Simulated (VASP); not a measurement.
Write the native input for VASP 6.6.1 that does the following.

```
Task                   : single point
Functional             : PBE
Potentials or basis    : VASP PAW PBE potentials, release 64 (Eu, O)
Cutoff                 : 600 eV
k mesh                 : 6 × 6 × 6
Occupations            : gaussian, width 0.05 eV
Spin                   : collinear spin, ferromagnetic start
Starting moments       : [7.0, 0.0] μB
Hubbard terms          : Eu f U = 6.0 eV
Dipole correction      : no
Further INCAR settings : ALGO = Normal; EDIFF = 1e-06; NBANDS = 22
```

The structure of EuO lies in POSCAR:

```
EuO
1.0
    0.0000000000      2.5719519700      2.5719519700
    2.5719519700      0.0000000000      2.5719519700
    2.5719519700      2.5719519700      0.0000000000
Eu O
1 1
Direct
    0.5000000000      0.5000000000      0.5000000000
    0.0000000000      0.0000000000      0.0000000000
```

One way to write it, as run:

INCAR

```
PREC = Accurate
ENCUT = 600
EDIFF = 1E-6
ISMEAR = 0
SIGMA = 0.05
LREAL = False
LASPH = True
NELM = 200
ALGO = Normal
ISIF = 2
LWAVE = False
LCHARG = False
ISPIN = 2
MAGMOM = 7 0
LORBIT = 11
LMAXMIX = 6
LDAU = True
LDAUTYPE = 2
LDAUL = 3 -1
LDAUU = 6 0
LDAUJ = 0 0
LDAUPRINT = 1
GGA = PE
NBANDS = 22
GGA_COMPAT = False
```

KPOINTS

```
Automatic mesh
0
Gamma
  6 6 6
```

Potentials or basis: VASP PAW PBE potentials, release 64 (Eu, O).

Launch:

```console
$ cat potpaw_PBE.64/Eu/POTCAR potpaw_PBE.64/O/POTCAR > POTCAR
$ mpirun -np 1 vasp_std > vasp.out
```

Results of the run:

| Item | Value |
| --- | --- |
| Pressure | 1.2 GPa |
| Band gap on the k mesh | zero (filled and empty bands overlap) |
| Net moment | 7.00 μB per cell |
| Site moments | Eu +6.72; O -0.09 μB |
| Valence electrons inside the program's atomic spheres | Eu 14.95; O 4.96 |

Caveat: spin-orbit coupling is left out, which moves the levels of the heavy elements; a cell with one magnetic atom can't hold antiferromagnetic order, which such compounds often take.

Wall time 36 s on 1 thread of AMD EPYC 7R13 Processor (Zen 3), on a shared host, peak memory 0.18 GiB.
